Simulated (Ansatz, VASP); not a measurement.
**Ag: VASP beside Ansatz**

Contents of INCAR:

```
PREC = Accurate ; ENCUT = 520
EDIFF = 1E-6 ; ISMEAR = 0
SIGMA = 0.15 ; LREAL = False
LASPH = True ; NELM = 100
ALGO = Fast ; ISIF = 2
LWAVE = False ; LCHARG = True
GGA = PS ; LELF = True
LVHAR = True ; NBANDS = 54
```

The input KPOINTS:

```
regular mesh
0
Gamma
  19 19 3
```

The input POSCAR:

```
Ag
1.0
   -2.8709531720      0.0000000000      0.0000000000
   -1.4354765860     -2.4863183800      0.0000000000
    0.0000000000      0.0000000000     18.3761177600
Ag
8
Direct
    0.3333333333      0.3333333333      0.0635203461
    0.3333333333      0.3333333333      0.5716831149
    0.6666666667      0.6666666667      0.3176017305
    0.6666666667      0.6666666667      0.8257644992
    1.0000000000      1.0000000000      0.4446424227
    1.0000000000      1.0000000000      0.9528051914
    0.0000000000      0.0000000000      0.1905610383
    0.0000000000      0.0000000000      0.6987238070
```

Input for Ansatz:

```yaml
crystal:
  lattice:
    - [-2.870953172, 0.0, 0.0]
    - [-1.435476586, -2.48631838, 0.0]
    - [0.0, 0.0, 18.37611776]
  atoms:
    - { symbol: Ag, position: [0.3333333333, 0.3333333333, 0.0635203461] }
    - { symbol: Ag, position: [0.3333333333, 0.3333333333, 0.5716831149] }
    - { symbol: Ag, position: [0.6666666667, 0.6666666667, 0.3176017305] }
    - { symbol: Ag, position: [0.6666666667, 0.6666666667, 0.8257644992] }
    - { symbol: Ag, position: [1.0, 1.0, 0.4446424227] }
    - { symbol: Ag, position: [1.0, 1.0, 0.9528051914] }
    - { symbol: Ag, position: [0.0, 0.0, 0.1905610383] }
    - { symbol: Ag, position: [0.0, 0.0, 0.698723807] }
basis:
  ecutwfc: 420
kpoints:
  mp_grid: { grid: [19, 19, 3] }
hamiltonian:
  xc: pbesol
scf:
  occupations: { method: gaussian, width: 0.15 }
output:
  forces: true
  stress: true
  eigenvalues: true
```

Alike in both runs: task single point; functional PBEsol; k mesh 19 × 19 × 3; occupations gaussian, width 0.15 eV; no spin polarisation.

|  | VASP | Ansatz |
| --- | --- | --- |
| version | VASP 6.6.1 | Ansatz 0.2.0 |
| potentials or method | VASP PAW PBE potentials, release 64 (Ag), cutoff 520 eV | scalar-relativistic, plane waves, PAW |
| valence electrons in the cell | 88 | 152 |

|  | VASP | Ansatz | Ansatz less VASP |
| --- | --- | --- | --- |
| gap on the k mesh at the Fermi level (eV) | none | none | - |
| pressure (GPa) | 2.9 | 3.1 | +0.26 |
| traceless stress, the component that is largest in VASP (GPa) | 2.23 | 2.26 | +0.032 |
| rms of the force components (eV/Å) | 0.505 | 0.510 | +0.0053 |

VASP's potentials were made for PBE, not for PBEsol. Atom by atom the forces differ by 0.005 eV/Å (rms over components). A gap of «none» marks a metal or a gap that the smearing closes. VASP's potentials hold 88 valence electrons a cell and Ansatz's 152, so a difference there can come from the potentials and not from the codes.
